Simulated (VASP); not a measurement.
AgAs: relaxation of cell and atoms with PBE

Crystal: AgAs.

```xyz
4
Lattice="3.8679 0.0000 0.0000 -1.9339 3.3497 0.0000 0.0000 0.0000 6.1942" Properties=species:S:1:pos:R:3 pbc="T T T"
Ag    0.0000    2.2331    0.0000
Ag    1.9339    1.1166    3.0971
As    0.0000    2.2331    2.3668
As    1.9339    1.1166    5.4639
```

```json
{"Program": "VASP 6.6.1", "Task": "relaxation of cell and atoms", "Functional": "PBE", "Potentials or basis": "VASP PAW PBE potentials, release 64 (Ag, As)", "Cutoff": "600 eV", "k mesh": "6 × 6 × 4", "Occupations": "gaussian, width 0.1 eV", "Spin": "no spin polarisation", "Dipole correction": "no", "Further INCAR settings": "ALGO = Normal; EDIFF = 1e-06; IBRION = 2; EDIFFG = -0.04; NSW = 90; ISIF = 3"}
```

| Property | Result |
| --- | --- |
| Relaxed volume | 23.97 Å³/atom |
| Relaxed cell | a = 4.542 Å, b = 4.542 Å, c = 5.367 Å, α = 90.00°, β = 90.00°, γ = 120.00° |
| Space group after relaxing (to 0.1 Å) | P6_3/mmc (No. 194) |
| Energy gained by relaxing | 476.2 meV/atom |
| Ionic steps | 21 |
| Pressure after relaxing | 0.1 GPa |
| Largest force after relaxing | 0.011 eV/Å |
| Band gap on the k mesh | zero (bands 16 and 17 overlap by 2.10 eV) |

Forces in eV/Å, atoms in the order of the input:
```
Ag   0.000  0.000  0.011
Ag   0.000  0.000  0.011
As   0.000  0.000 -0.011
As   0.000  0.000 -0.011
```

Stress tensor (GPa, compression positive):
```
 0.21  0.00  0.00
 0.00  0.21  0.00
 0.00  0.00 -0.14
```

The path:
```csv
step,energy change (eV),largest force (eV/Å),pressure (GPa),volume (Å³)
1,0.0000,0.0146,24.64,80.25
2,-0.8783,0.0941,-6.25,121.68
3,-1.3212,0.1495,0.07,102.15
4,-1.3212,0.1492,-0.19,102.62
5,-1.3397,0.2346,-0.19,102.60
6,-1.4070,0.4668,-0.29,102.46
7,-1.4620,0.9919,0.09,101.74
8,-1.4648,0.9916,0.07,101.74
9,-1.4726,0.9913,0.02,101.74
10,-1.4851,0.9912,-0.06,101.73
11,-1.4996,1.0119,-0.18,101.66
12,-1.5144,1.2080,-0.30,101.33
13,-1.5797,1.0311,-0.74,101.25
14,-1.7320,0.6498,-1.71,100.97
15,-1.8652,0.0146,-2.09,100.37
16,-1.8654,0.0479,-2.15,100.41
17,-1.8861,0.0289,-1.24,98.66
18,-1.8970,0.0012,0.06,96.45
19,-1.8971,0.0017,0.19,96.24
20,-1.9011,0.0048,0.15,96.15
21,-1.9047,0.0113,0.09,95.86
```

Final structure:
```
CELL_PARAMETERS angstrom
4.54154 0.00000 0.00000
-2.27077 3.93309 0.00000
0.00000 0.00000 5.36668
ATOMIC_POSITIONS crystal
Ag 0.33333 0.66667 0.94072
Ag 0.66667 0.33333 0.44072
As 0.33333 0.66667 0.44138
As 0.66667 0.33333 0.94138
```

Levels at points of the mesh, in eV from the Fermi level:
```tsv
k point	band 13	band 14	band 15	band 16	band 17	band 18	band 19	band 20
(0.00, 0.00, 0.00)	-3.15	-0.19	-0.19	0.65	1.53	1.60	1.60	2.84
(0.50, 0.00, 0.00)	-2.28	-1.95	-1.89	-1.86	-0.61	0.48	2.69	5.50
(0.00, 0.00, 0.50)	-0.78	-0.78	0.86	0.86	0.86	0.86	4.89	4.89
(0.50, 0.00, 0.50)	-3.19	-3.19	-0.63	-0.63	1.41	1.41	5.24	5.24
```

It took 5.4 min on 1 thread of Intel(R) Xeon(R) Platinum 8488C (Sapphire Rapids), on a shared host, peak memory 0.24 GiB.

Caveat: the volume moved by over 15 % at a fixed basis, so the end points are rough.
